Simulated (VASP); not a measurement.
# Si (P1) in VASP: single point with HSE06

Aim: the single point of Si with HSE06.

All numbers are computed with VASP 6.6.1; they aren't measurements. Logs are shortened: lines on timing, memory, paths and dates and some standing lists are left out, and cuts for length are marked.

## (1) The cell of the first run

The typed cell holds 36 atoms: a = 11.548 Å, b = 11.548 Å, c = 7.699 Å, α = 60.00°, β = 60.00°, γ = 60.00°.

## (2) Single point, HSE06

File POSCAR:

```
Si
1.0
    0.0000000000      8.1655530000      8.1655530000
    8.1655530000      0.0000000000      8.1655530000
    5.4437020000      5.4437020000      0.0000000000
Si
36
Direct
    0.0914320000      0.0810370000      0.1270520000
    0.0005080000      0.0028930000     -0.0072850000
    0.0818970000      0.0807300000      0.6194160000
   -0.0029230000     -0.0017750000      0.4985100000
    0.0801930000      0.4181280000      0.1221550000
   -0.0110770000      0.3374580000     -0.0020360000
    0.0807580000      0.4175960000      0.6261950000
    0.0001830000      0.3303740000      0.5009950000
    0.0780080000      0.7550000000      0.1184250000
   -0.0007160000      0.6667330000      0.0011370000
    0.0824790000      0.7516730000      0.6061150000
   -0.0008100000      0.6656640000      0.4970720000
    0.4215180000      0.0795000000      0.1238930000
    0.3258270000      0.0004950000     -0.0091460000
    0.4107490000      0.0910830000      0.6279930000
    0.3328460000      0.0001380000      0.4917680000
    0.4125330000      0.4176890000      0.1132020000
    0.3338270000      0.3267960000     -0.0000520000
    0.4123090000      0.4223640000      0.6296670000
    0.3310640000      0.3262360000      0.4951770000
    0.4160110000      0.7460540000      0.1258110000
    0.3363540000      0.6660160000     -0.0029750000
    0.4189580000      0.7485040000      0.6287970000
    0.3317580000      0.6718950000      0.4978470000
    0.7458180000      0.0832220000      0.1209830000
    0.6629110000     -0.0008960000      0.0032820000
    0.7419430000      0.0827300000      0.6235300000
    0.6657080000      0.0023860000      0.4924450000
    0.7518880000      0.4154290000      0.1249410000
    0.6654620000      0.3317480000     -0.0034010000
    0.7510350000      0.4236610000      0.6299600000
    0.6692740000      0.3349110000      0.4969070000
    0.7517550000      0.7569220000      0.1176940000
    0.6692290000      0.6698870000      0.0009810000
    0.7524400000      0.7545660000      0.6362060000
    0.6709530000      0.6721970000      0.5013320000
```

File INCAR.step1:

```
PREC = Accurate
ENCUT = 400
EDIFF = 1E-5
ISMEAR = 0
SIGMA = 0.01
LREAL = Auto
LASPH = T
NELM = 120
ALGO = Normal
ISIF = 2
LWAVE = T
LCHARG = F
GGA = PE
NBANDS = 96
GGA_COMPAT = F
```

File INCAR.step2:

```
PREC = Accurate
ENCUT = 400
EDIFF = 1E-6
ISMEAR = 0
SIGMA = 0.01
LREAL = Auto
LASPH = T
NELM = 120
ALGO = Normal
ISIF = 2
LWAVE = F
LCHARG = F
GGA = PE
LHFCALC = T
HFSCREEN = 0.2079
PRECFOCK = Fast
ISTART = 1
NBANDS = 96
GGA_COMPAT = F
```

File KPOINTS:

```
regular mesh
0
Gamma
  1 1 1
```

Potentials or basis: VASP PAW PBE potentials, release 64 (Si).

Run with:

```bash
$ cat potpaw_PBE.64/Si/POTCAR > POTCAR
$ cp INCAR.step1 INCAR
$ mpirun -np 1 vasp_gam > vasp.out
$ cp INCAR.step2 INCAR
$ mpirun -np 1 vasp_gam > vasp.out
```

OUTCAR:

```text
PREC = Accurate
   ENCUT = 400
   EDIFF = 1E-6
   ISMEAR = 0
   LREAL = Auto
   LASPH = T
   NELM = 120
   ISIF = 2
   GGA = PE
   LHFCALC = T
   HFSCREEN = 0.2079
   PRECFOCK = Fast
   ISTART = 1

 ion  position               nearest neighbor table
   1  0.091  0.081  0.127-  14 2.22   4 2.34   6 2.43   2 2.44
   2  0.001  0.003  0.993-   9 2.34   3 2.35  25 2.40   1 2.44
   3  0.082  0.081  0.619-   4 2.34   2 2.35   8 2.35  16 2.37
   4  0.997  0.998  0.499-  11 2.33   3 2.34   1 2.34  27 2.41
   5  0.080  0.418  0.122-  10 2.34   8 2.38  18 2.39   6 2.40
   6  0.989  0.337  0.998-  29 2.24   7 2.34   5 2.40   1 2.43
[... 28 lines left out ...]
  35  0.752  0.755  0.636-  34 2.29  12 2.33  28 2.34  36 2.39
  36  0.671  0.672  0.501-  31 2.34  23 2.38  35 2.39  33 2.41

  LATTYP: Found a base centered monoclinic cell.
 ALAT       =    16.7786164184
 B/A-ratio  =     0.6882472016
 C/A-ratio  =     0.4588314677
 COS(beta)  =    -0.2294157339

  Lattice vectors:

 A1 = (  -5.4437020000,   2.7218510000,   8.1655530000)
 A2 = (   2.7218510000,  -5.4437020000,   8.1655530000)
 A3 = (   5.4437020000,   5.4437020000,   0.0000000000)

Analysis of symmetry for initial positions (statically):
=====================================================================
 Subroutine PRICEL returns:
 Original cell was already a primitive cell.

 Routine SETGRP: Setting up the symmetry group for a
 base centered monoclinic supercell.

 Subroutine GETGRP returns: Found  1 space group operations
 (whereof  1 operations were pure point group operations)
 out of a pool of  4 trial point group operations.

The static configuration has the point symmetry C_1 .

Analysis of symmetry for dynamics (positions and initial velocities):
=====================================================================
 Subroutine PRICEL returns:
 Original cell was already a primitive cell.

 Routine SETGRP: Setting up the symmetry group for a
 base centered monoclinic supercell.

 Subroutine GETGRP returns: Found  1 space group operations
 (whereof  1 operations were pure point group operations)
 out of a pool of  4 trial point group operations.

The dynamic configuration has the point symmetry C_1 .

 Subroutine INISYM returns: Found  1 space group operations
[... 151 lines left out ...]
   PSTRESS=    0.0 pullay stress
   NELECT =     144.0000    total number of electrons
   NUPDOWN=      -1.0000    fix difference up-down
   EMIN   =  10.00;   EMAX   =-10.00  energy-range for DOS
   EFERMI =   0.00;   METHOD = LEGACY
   ISMEAR =     0;   SIGMA  =   0.01  broadening in eV -4-tet -1-fermi 0-gaus
   EFERMI_NEDOS =   21; number of points for ismear=-14 and -15
   IALGO  =     38    algorithm
   IMIX   =      1    mixing-type and parameters
     AMIX     =   0.40;   BMIX     =  1.00
     AMIX_MAG =   1.60;   BMIX_MAG =  1.00
  volume/ion in A,a.u.               =      20.16       136.08
  Fermi-wavevector in a.u.,A,eV,Ry     =   0.954766  1.804247 12.402785  0.911579
  Thomas-Fermi vector in A             =   2.083543
   LORBIT       =      0    0 simple, 1 ext, 2 COOP (PROOUT), +10 PAW based schemes
   GGA     = PE    functional components
   LHFCALC =     T    Hartree Fock is set to
   PRECFOCK=fast      Normal, Fast or Accurate (Low or Medium for compatibility)
   ENCUT4O =  -1.0   cutoff for four orbital integrals eV
   NKREDX  =     1    reduce k-point grid by
   NKREDY  =     1    reduce k-point grid by
   NKREDZ  =     1    reduce k-point grid by
   AEXX    =    0.2500 exact exchange contribution
   HFSCREEN=    0.2079 screening length (either q_TF or 0.3 A-1)
   HFSCREENC=   0.2079 screening length for correlation (either q_TF or 0.3 A-1)
   ENCUTFOCK=  -1.0 apply spherical cutoff to Coloumb kernel
   IVDW    =     0    specifies the selected vdW correction
   LEPSILON=     F    determine dielectric tensor
   LRPA    =     F    only Hartree local field effects (RPA)
 non-spin polarized calculation
 Gauss-broadening in eV      SIGMA  =   0.01
  energy-cutoff  :      400.00
  volume of cell :      725.93
 maximum number of plane-waves:      6627
 NGX is ok and might be reduce to    80
  NGX = 40; NGY = 40; NGZ = 28

 number of electron     144.0000001 magnetization

 Free energy of the ion-electron system (eV)
  ---------------------------------------------------
  ext. energy  EPLUGINS =         0.00000000
  ---------------------------------------------------
  free energy    TOTEN  =      -212.70909379 eV

  energy without entropy =     -212.70909379  energy(sigma->0) =     -212.70909379

 E-fermi :   5.5873     XC(G=0):  -7.7866

 val. band max:        5.5335784608   @ k =   0.0000   0.0000   0.0000
 cond. band min:       6.8050201133   @ k =   0.0000   0.0000   0.0000
 fundamental gap:      1.2714416525
 Fermi energy:         5.5872809608

 k-point     1 :       0.0000    0.0000    0.0000
  band No.  band energies     occupation
      1      -7.7723      2.00000
      2      -6.3217      2.00000
      3      -6.2917      2.00000
      4      -6.2250      2.00000
      5      -6.1883      2.00000
      6      -5.7092      2.00000
[... 76 lines left out ...]
     83       7.9612      0.00000
     84       8.0051      0.00000
 [bands above 84 left out]

------------------------ aborting loop because EDIFF is reached ----------------------------------------

  FORCE on cell =-STRESS in cart. coord.  units (eV):
  Direction    XX          YY          ZZ          XY          YZ          ZX
  --------------------------------------------------------------------------------------
  -------------------------------------------------------------------------------------
  Total       15.3233207     14.8589748    -11.0099357     12.3943622      0.9655768      2.0475707
  in kB       33.8195583     32.7947168    -24.2996390     27.3551578      2.1310902      4.5191208
  external PRESSURE =      14.1048787 kB  Pullay stress =       0.0000000 kB

 VOLUME and BASIS-vectors are now :
 -----------------------------------------------------------------------------
  energy-cutoff  :      400.00
  volume of cell :      725.93
      direct lattice vectors                 reciprocal lattice vectors
     0.000000000  8.165553000  8.165553000    -0.061232840  0.061232840  0.061232840
     8.165553000  0.000000000  8.165553000     0.061232840 -0.061232840  0.061232840
     5.443702000  5.443702000  0.000000000     0.091849260  0.091849260 -0.091849260

 POSITION                                       TOTAL-FORCE (eV/Angst)
 -----------------------------------------------------------------------------------
      1.35335      1.43823      1.40830         0.708010     -2.121674     -0.966452
      5.42767      5.40819      0.02777         0.470351      0.288366     -0.089861
      4.03112      4.04065      1.32794         0.096975      0.171263      0.223450
     10.86480     10.85542     16.29274         0.244138     -0.272330     -0.379454
      4.07922      1.31980      4.06907        -0.153455      0.068131     -0.254523
      8.18815     13.50772     10.83063        -0.675511      1.654980      0.827989
[... 28 lines left out ...]
      9.62476      9.60740     12.30554        -0.777247     -0.886419     -0.033225
      8.21796      8.20780     10.96756         0.132250     -0.067423     -0.031998
 -----------------------------------------------------------------------------------
    total drift:                                0.004899     -0.006115     -0.000692

  FREE ENERGIE OF THE ION-ELECTRON SYSTEM (eV)
  ---------------------------------------------------
  free  energy   TOTEN  =      -212.7090937856 eV

  energy  without entropy=     -212.7090937856  energy(sigma->0) =     -212.70909379
```

Run time: 5.4 min. Hardware: 1 thread of Intel Xeon Platinum 8488C (Sapphire Rapids), shared host; peak memory 0.77 GiB.

What came out:

```yaml
Free_energy: -212.7091 eV
Pressure: 1.4 GPa
Largest_force: 2.495 eV/Å
Band_gap_on_the_k_mesh: 1.27 eV
```

Forces on the atoms (eV/Å):
```
Si   0.708 -2.122 -0.966
Si   0.470  0.288 -0.090
Si   0.097  0.171  0.223
Si   0.244 -0.272 -0.379
Si  -0.153  0.068 -0.255
Si  -0.676  1.655  0.828
Si  -0.666 -0.052 -0.119
Si   0.198 -0.195  0.154
Si  -0.044  0.862  0.410
Si  -0.821 -0.878  0.261
Si   1.037  1.405  0.136
Si  -0.518 -0.593  0.009
Si  -0.457 -1.269 -0.811
Si   0.050  2.348  0.843
Si  -2.189 -0.146 -0.633
Si   0.891  0.854 -0.131
Si   0.235  0.868  0.093
Si   0.253 -0.602 -0.096
Si  -1.470 -0.460 -0.116
Si   1.801 -0.350  1.586
Si   0.157  0.060  0.736
Si   0.291 -0.478 -0.948
Si  -0.156 -0.464  0.552
Si  -0.004  0.159 -0.320
Si  -0.049  0.434  0.690
Si  -0.611 -0.367  0.580
Si   0.320  0.568  1.002
Si   0.384 -0.244 -0.549
Si   0.529 -1.139 -0.679
Si   0.829  0.227 -0.153
Si  -1.192 -0.587 -0.172
Si   0.928  0.200 -0.240
Si   0.064  0.834 -0.576
Si   0.164  0.171 -0.805
Si  -0.777 -0.886 -0.033
Si   0.132 -0.067 -0.032
```

Stress tensor (GPa, compression positive):
```
 3.38  2.74  0.45
 2.74  3.28  0.21
 0.45  0.21 -2.43
```

Caveat: the k points lie up to 1.00 Å⁻¹ apart; the PAW data sets were made with another functional, which shifts forces and pressure a little; an odd mesh through Γ misses points on the zone boundary, where band edges can lie.
